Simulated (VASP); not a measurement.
# InSb (P4/mmm) in VASP: a series of runs, part 2 of 2

VASP 6.6.1. Earlier steps stand in the parts before.

### Step 3. Single point, PBE

This run uses another cell than the first one: it holds 4 atoms, not 2.

Contents of INCAR:

```
SYSTEM = InSb
ALGO     = Normal         ! electronic algorithm
EDIFF    = 1E-6           ! SCF threshold, eV
ENCUT    = 520            ! plane-wave cutoff, eV
GGA      = PE             ! functional
ISIF     = 2              ! what is computed and relaxed
ISMEAR   = 0              ! smearing method
LASPH    = .True.         ! aspherical terms in the spheres
LCHARG   = .True.         ! write CHGCAR
LELF     = .True.         ! ELF
LREAL    = .False.        ! projectors in reciprocal space
LVHAR    = .True.       
LWAVE    = .False.        ! write WAVECAR
NBANDS   = 26             ! bands
NELM     = 60             ! most SCF steps
PREC     = Accurate       ! precision mode
SIGMA    = 0.15           ! smearing width, eV
```

Contents of KPOINTS:

```
k-points
0
Gamma
  12 6 6
  0 0 0
```

Contents of POSCAR:

```
InSb
1.0
    3.0909259841      0.0000000000      0.0000000000
    0.0000000000      6.1818519682      0.0000000000
    0.0000000000      0.0000000000      6.2339113743
In Sb
2 2
Direct
    0.0000000000      0.5000000000      0.0000000000
    0.0000000000      0.0000000000      0.0000000000
    0.0000000000      0.0000000000      0.5000000000
    0.0000000000      0.5000000000      0.5000000000
```

Potentials or basis: VASP PAW PBE potentials, release 64 (In_d, Sb).

On the command line:

```sh
> cat potpaw_PBE.64/In_d/POTCAR potpaw_PBE.64/Sb/POTCAR > POTCAR
> mpirun -np 1 vasp_std > vasp.out
```

OUTCAR:

```text
SYSTEM = InSb
   EDIFF = 1E-6
   ENCUT = 520
   GGA = PE
   ISIF = 2
   ISMEAR = 0
   LASPH = .True.
   LREAL = .False.
   NELM = 60
   PREC = Accurate

 ion  position               nearest neighbor table
   1  0.000  0.500  0.000-   2 3.09   2 3.09   4 3.12   4 3.12
   2  0.000  0.000  0.000-   1 3.09   1 3.09   3 3.12   3 3.12
   3  0.000  0.000  0.500-   4 3.09   4 3.09   2 3.12   2 3.12
   4  0.000  0.500  0.500-   3 3.09   3 3.09   1 3.12   1 3.12

  LATTYP: Found a simple orthorhombic cell.
 ALAT       =     3.0909259841
 B/A-ratio  =     2.0000000000
 C/A-ratio  =     2.0168426570

  Lattice vectors:

 A1 = (   3.0909259841,   0.0000000000,   0.0000000000)
 A2 = (   0.0000000000,   6.1818519682,   0.0000000000)
 A3 = (   0.0000000000,   0.0000000000,   6.2339113743)

Analysis of symmetry for initial positions (statically):
=====================================================================
 Subroutine PRICEL returns following result:

  LATTYP: Found a simple tetragonal cell.
 ALAT       =     3.0909259841
 C/A-ratio  =     2.0168426570

  Lattice vectors:

 A1 = (   3.0909259841,   0.0000000000,   0.0000000000)
 A2 = (   0.0000000000,   3.0909259841,   0.0000000000)
 A3 = (   0.0000000000,   0.0000000000,   6.2339113743)

   2 primitive cells build up your supercell.

 Routine SETGRP: Setting up the symmetry group for a
 simple orthorhombic supercell.

 Subroutine GETGRP returns: Found  8 space group operations
 (whereof  8 operations were pure point group operations)
 out of a pool of  8 trial point group operations.

The static configuration has the point symmetry D_2h.

Analysis of symmetry for dynamics (positions and initial velocities):
=====================================================================
 Subroutine PRICEL returns following result:

  LATTYP: Found a simple tetragonal cell.
 ALAT       =     3.0909259841
 C/A-ratio  =     2.0168426570

  Lattice vectors:

 A1 = (   3.0909259841,   0.0000000000,   0.0000000000)
 A2 = (   0.0000000000,   3.0909259841,   0.0000000000)
 A3 = (   0.0000000000,   0.0000000000,   6.2339113743)

   2 primitive cells build up your supercell.

 Routine SETGRP: Setting up the symmetry group for a
 simple orthorhombic supercell.

 Subroutine GETGRP returns: Found  8 space group operations
 (whereof  8 operations were pure point group operations)
 out of a pool of  8 trial point group operations.

The dynamic configuration has the point symmetry D_2h.

 Subroutine INISYM returns: Found  8 space group operations
 (whereof  8 operations are pure point group operations),
 and found     2 'primitive' translations

----------------------------------------------------------------------------------------

                                     Primitive cell

  volume of cell :      59.5577

  direct lattice vectors                    reciprocal lattice vectors
     3.090925984  0.000000000  0.000000000     0.323527644  0.000000000  0.000000000
     0.000000000  3.090925984  0.000000000     0.000000000  0.323527644  0.000000000
     0.000000000  0.000000000  6.233911374     0.000000000  0.000000000  0.160412932

  length of vectors
     3.090925984  3.090925984  6.233911374     0.323527644  0.323527644  0.160412932
[... 33 lines left out ...]

 Found    112 irreducible k-points:

 Following reciprocal coordinates:
            Coordinates               Weight
  0.000000  0.000000  0.000000      1.000000
  0.083333  0.000000  0.000000      2.000000
  0.166667  0.000000  0.000000      2.000000
  0.250000  0.000000  0.000000      2.000000
  0.333333  0.000000  0.000000      2.000000
  0.416667  0.000000  0.000000      2.000000
[... 16 lines left out ...]
  0.083333  0.500000  0.000000      2.000000
  0.166667  0.500000  0.000000      2.000000
 [... further k-points ...]
   k-points           NKPTS =    112   k-points in BZ     NKDIM =    112   number of bands    NBANDS=     26
   number of dos      NEDOS =    301   number of ions     NIONS =      4
   total plane-waves  NPLWV =  55296
   dimension x,y,z NGX =    24 NGY =   48 NGZ =   48
   dimension x,y,z NGXF=    48 NGYF=   96 NGZF=   96
   ions per type =               2   2
   NGX,Y,Z   is equivalent  to a cutoff of  12.91, 12.91, 12.80 a.u.
   NGXF,Y,Z  is equivalent  to a cutoff of  25.82, 25.82, 25.60 a.u.
 SYSTEM =  InSb
   PREC   = accura    normal or accurate (medium, high low for compatibility)
   ISTART =      0    job   : 0-new  1-cont  2-samecut
   ICHARG =      2    charge: 1-file 2-atom 10-const
   ISPIN  =      1    spin polarized calculation?
   LNONCOLLINEAR =      F non collinear calculations
   LSORBIT =      F    spin-orbit coupling
   LASPH  =      T    aspherical Exc in radial PAW
   ENCUT  =  520.0 eV  38.22 Ry    6.18 a.u.   5.75 11.49 11.59*2*pi/ulx,y,z
   NELM   =     60;   NELMIN=  2; NELMDL= -5     # of ELM steps
   EDIFF  = 0.1E-05   stopping-criterion for ELM
   LREAL  =      F    real-space projection
   EDIFFG = 0.1E-04   stopping-criterion for IOM
   NSW    =      0    number of steps for IOM
   IBRION =     -1    ionic relax: 0-MD 1-quasi-New 2-CG
   NFREE  =      0    steps in history (QN), initial steepest desc. (CG)
   ISIF   =      2    stress and relaxation
   ISYM   =      2    0-nonsym 1-usesym 2-fastsym
   POTIM  = 0.5000    time-step for ionic-motion
   TEBEG  =    0.0;   TEEND  =   0.0 temperature during run
   PSTRESS=    0.0 pullay stress
   NELECT =      36.0000    total number of electrons
   NUPDOWN=      -1.0000    fix difference up-down
   EMIN   =  10.00;   EMAX   =-10.00  energy-range for DOS
   EFERMI =   0.00;   METHOD = LEGACY
   ISMEAR =     0;   SIGMA  =   0.15  broadening in eV -4-tet -1-fermi 0-gaus
   EFERMI_NEDOS =   21; number of points for ismear=-14 and -15
   IALGO  =     38    algorithm
   IMIX   =      4    mixing-type and parameters
     AMIX     =   0.40;   BMIX     =  1.00
     AMIX_MAG =   1.60;   BMIX_MAG =  1.00
  volume/ion in A,a.u.               =      29.78       200.96
  Fermi-wavevector in a.u.,A,eV,Ry     =   1.098634  2.076117 16.422188  1.206997
  Thomas-Fermi vector in A             =   2.235015
   LORBIT       =      0    0 simple, 1 ext, 2 COOP (PROOUT), +10 PAW based schemes
   GGA     = PE    functional components
   LHFCALC =     F    Hartree Fock is set to
   AEXX    =    0.0000 exact exchange contribution
   IVDW    =     0    specifies the selected vdW correction
   LEPSILON=     F    determine dielectric tensor
   LRPA    =     F    only Hartree local field effects (RPA)
 non-spin polarized calculation
 Gauss-broadening in eV      SIGMA  =   0.15
  energy-cutoff  :      520.00
  volume of cell :      119.12
 maximum number of plane-waves:      3230
 NGX is ok and might be reduce to    24

 number of electron      35.9999973 magnetization

 Free energy of the ion-electron system (eV)
  ---------------------------------------------------
  ext. energy  EPLUGINS =         0.00000000
  ---------------------------------------------------
  free energy    TOTEN  =       -13.22348627 eV

  energy without entropy =      -13.20597145  energy(sigma->0) =      -13.21472886

 E-fermi :   6.5493     XC(G=0):  -9.5989

 val. band max:        6.5290628549   @ k =   0.5000   0.1667   0.5000
 cond. band min:       6.5765380941   @ k =   0.2500   0.5000   0.0000
 fundamental gap:      0.0474752392
 Fermi energy:         6.5493296832

 k-point     1 :       0.0000    0.0000    0.0000
  band No.  band energies     occupation
      1      -8.3991      2.00000
      2      -8.2348      2.00000
      3      -8.1909      2.00000
      4      -8.0742      2.00000
      5      -7.9342      2.00000
      6      -7.8478      2.00000
[... 685 lines left out ...]
     25      12.9450      0.00000
     26      12.9450      0.00000

 [... further k-points ...]

------------------------ aborting loop because EDIFF is reached ----------------------------------------

  FORCE on cell =-STRESS in cart. coord.  units (eV):
  Direction    XX          YY          ZZ          XY          YZ          ZX
  --------------------------------------------------------------------------------------
  -------------------------------------------------------------------------------------
  Total       -0.2049878     -0.2050049     -0.0719812      0.0000000      0.0000000      0.0000000
  in kB       -2.7572152     -2.7574455     -0.9681928      0.0000000      0.0000000      0.0000000
  external PRESSURE =      -2.1609512 kB  Pullay stress =       0.0000000 kB

 VOLUME and BASIS-vectors are now :
 -----------------------------------------------------------------------------
  energy-cutoff  :      520.00
  volume of cell :      119.12
      direct lattice vectors                 reciprocal lattice vectors
     3.090925984  0.000000000  0.000000000     0.323527644  0.000000000  0.000000000
     0.000000000  6.181851968  0.000000000     0.000000000  0.161763822  0.000000000
     0.000000000  0.000000000  6.233911374     0.000000000  0.000000000  0.160412932

 POSITION                                       TOTAL-FORCE (eV/Angst)
 -----------------------------------------------------------------------------------
      0.00000      3.09093      0.00000         0.000000      0.000000     -0.000000
      0.00000      0.00000      0.00000         0.000000     -0.000000     -0.000000
      0.00000      0.00000      3.11696         0.000000     -0.000000      0.000000
      0.00000      3.09093      3.11696         0.000000     -0.000000      0.000000
 -----------------------------------------------------------------------------------
    total drift:                                0.000000      0.000000      0.000000

  FREE ENERGIE OF THE ION-ELECTRON SYSTEM (eV)
  ---------------------------------------------------
  free  energy   TOTEN  =       -13.2234862724 eV

  energy  without entropy=      -13.2059714461  energy(sigma->0) =      -13.21472886
```

Run time: 3.7 min. Hardware: 1 thread of Intel Xeon 6975P-C (Granite Rapids), shared host; peak memory 0.44 GiB.

Results:

| Property | Result |
| --- | --- |
| Free energy | -13.2235 eV |
| Pressure | -0.2 GPa |
| Band gap on the k mesh | zero (bands 18 and 19 overlap by 2.29 eV) |

Levels at points of the mesh, in eV from the Fermi level:
```tsv
k point	band 16	band 17	band 18	band 19	band 20	band 21
(0.00, 0.00, 0.00)	-3.36	-2.23	-1.57	2.98	4.14	4.14
(0.50, 0.00, 0.00)	-2.82	-2.23	-1.57	-0.07	0.50	0.97
(0.00, 0.50, 0.00)	-3.61	-1.15	-1.15	3.10	3.10	5.00
(0.50, 0.50, 0.00)	-2.41	-1.36	-1.36	-0.59	-0.59	1.14
(0.00, 0.00, 0.50)	-2.36	-0.93	0.20	1.59	3.00	4.31
(0.50, 0.00, 0.50)	-2.62	-2.36	-1.62	0.29	0.29	1.59
(0.00, 0.50, 0.50)	-0.97	-0.18	-0.18	1.22	1.22	2.28
(0.50, 0.50, 0.50)	-3.84	-1.36	-1.36	1.25	1.25	2.25
```

Caveat: spin-orbit coupling is left out, which moves the levels of the heavy elements.

### Step 4. Relaxation of cell and atoms, PBE

This run uses another cell than the first one, of 29.42 Å³/atom.

Contents of INCAR:

```
SYSTEM = InSb
PREC = Accurate
ENCUT = 600
EDIFF = 1E-6
ISMEAR = 0
SIGMA = 0.1
LREAL = .FALSE.
LASPH = .TRUE.
NELM = 100
ALGO = Normal
ISIF = 3
LWAVE = .FALSE.
LCHARG = .FALSE.
GGA = PE
IBRION = 2
NSW = 100
EDIFFG = -0.005
```

Contents of KPOINTS:

```
regular mesh
0
G
  14 14 8
  0 0 0
```

Contents of POSCAR:

```
InSb
1.0
    3.0766560000      0.0000000000      0.0000000000
    0.0000000000      3.0766560000      0.0000000000
    0.0000000000      0.0000000000      6.2154700000
In Sb
1 1
Direct
    0.0000000000      0.0000000000      0.0000000000
    0.0000000000      0.0000000000      0.5000000000
```

On the command line:

```sh
> cat potpaw_PBE.64/In_d/POTCAR potpaw_PBE.64/Sb/POTCAR > POTCAR
> mpirun -np 1 vasp_std > vasp.out
```

Wall time 4.8 min (1 thread of Intel Xeon 6975P-C (Granite Rapids), shared host); peak memory 0.35 GiB.

Results (log left out):

| Property | Result |
| --- | --- |
| Free energy | -6.5682 eV |
| Relaxed volume | 29.77 Å³/atom |
| Relaxed cell | a = 3.091 Å, b = 3.091 Å, c = 6.233 Å, α = 90.00°, β = 90.00°, γ = 90.00° |
| Space group after relaxing (to 0.1 Å) | P4/mmm (No. 123) |
| Energy gained by relaxing | 0.6 meV/atom |
| Ionic steps | 3 |
| Pressure after relaxing | 0.0 GPa |
| Band gap on the k mesh | zero (bands 9 and 10 overlap by 5.79 eV) |

The path:
```csv
step,energy change (eV),largest force (eV/Å),pressure (GPa),volume (Å³)
1,0.0000,0.0000,0.55,58.83
2,-0.0012,0.0000,-0.11,59.70
3,-0.0012,0.0000,0.00,59.54
```

Final structure:
```
In Sb
1.0
     3.09068    0.00000    0.00000
     0.00000    3.09068    0.00000
     0.00000    0.00000    6.23294
In Sb
1 1
Direct
  0.00000 0.00000 0.00000
  0.00000 0.00000 0.50000
```

Levels at points of the mesh, in eV from the Fermi level:
```tsv
k point	band 5	band 6	band 7	band 8	band 9	band 10	band 11	band 12	band 13
(0.00, 0.00, 0.00)	-14.30	-11.47	-6.80	-4.49	4.16	4.16	5.12	7.75	8.30
(0.50, 0.00, 0.00)	-14.34	-8.87	-4.91	-3.35	-2.21	-1.56	3.00	6.26	7.69
(0.50, 0.50, 0.00)	-14.12	-6.11	-2.80	-2.80	-0.04	0.51	0.98	0.98	2.82
(0.00, 0.00, 0.50)	-14.30	-11.34	-8.02	-0.91	0.22	4.33	4.33	7.82	8.00
(0.50, 0.00, 0.50)	-14.33	-8.82	-4.80	-4.64	-2.36	1.62	3.02	5.77	6.41
(0.50, 0.50, 0.50)	-14.12	-6.10	-2.60	-2.60	-1.61	0.30	0.30	3.14	4.55
```

Caveat: spin-orbit coupling is left out, which moves the levels of the heavy elements.

### Step 5. The runs side by side

| task | cell | k mesh | cutoff (eV) | smearing | gap on the mesh (eV) | pressure (GPa) |
| --- | --- | --- | --- | --- | --- | --- |
| single point | a = 3.091, b = 3.091, c = 6.234 Å, 2 atoms, atomic positions A | 14 × 14 × 8 | 520 | gaussian 0.1 eV | none | 0.0 |
| single point | a = 3.091, b = 6.182, c = 6.234 Å, 4 atoms, atomic positions B | 12 × 6 × 6 | 520 | gaussian 0.15 eV | none | -0.2 |
| relaxation of cell and atoms | relaxed from a = 3.077, b = 3.077, c = 6.215 Å, 2 atoms, atomic positions A | 14 × 14 × 8 | 600 | gaussian 0.1 eV | none | 0.0 |

Alike in all rows: level PBE; potentials or basis VASP PAW PBE potentials, release 64 (In_d, Sb); no spin polarisation.

Caveats: spin-orbit coupling is left out, which moves the levels of the heavy elements.

Total energies depend on the potentials used, so only differences within one code and one set of settings carry meaning.

The gap in the log of VASP goes by the Fermi energy; the results here count the filled bands.